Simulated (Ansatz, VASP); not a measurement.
**HfO2 in VASP and in Ansatz**

```
CELL_PARAMETERS angstrom
5.09418 0.00000 0.00000
0.00000 5.15064 0.00000
-0.87617 0.00000 5.20295
ATOMIC_POSITIONS crystal
Hf 0.27731 0.45821 0.70790
Hf 0.72269 0.95821 0.79210
Hf 0.72269 0.54179 0.29210
Hf 0.27731 0.04179 0.20790
O 0.44498 0.74143 0.98135
O 0.55502 0.24143 0.51865
O 0.55502 0.25857 0.01865
O 0.44498 0.75857 0.48135
O 0.07407 0.34208 0.33642
O 0.92593 0.84208 0.16358
O 0.92593 0.65792 0.66358
O 0.07407 0.15792 0.83642
```

Alike in both runs: functional PBE; k mesh 5 × 5 × 5; occupations fermi-dirac, width 0.02 eV; no spin polarisation.

Ansatz relaxed the structure, and its values are those at the end. VASP's run is a single point on that final structure, the one shown.

```csv
,VASP,Ansatz
version,VASP 6.6.1,Ansatz 0.2.0
potentials or method,"VASP PAW PBE potentials, release 64 (Hf_pv, O)","plane-wave PAW, scalar-relativistic"
plane-wave cutoff (eV),520,420
valence electrons in the cell,88,152
```

VASP gave:

- gap on the k mesh at the Fermi level (eV): 4.08
- pressure (GPa): 4.8
- rms of the force components (eV/Å): 0.035

**Question.** Estimate Ansatz's values.

**Answer.** gap on the k mesh at the Fermi level (eV): 4.13; pressure (GPa): 8.1; rms of the force components (eV/Å): 0.002.

VASP's potentials hold 88 valence electrons a cell and Ansatz's 152, so a difference there can come from the potentials and not from the codes. Ansatz's warnings: stress scf threshold loose.

Spin-orbit coupling is off throughout.
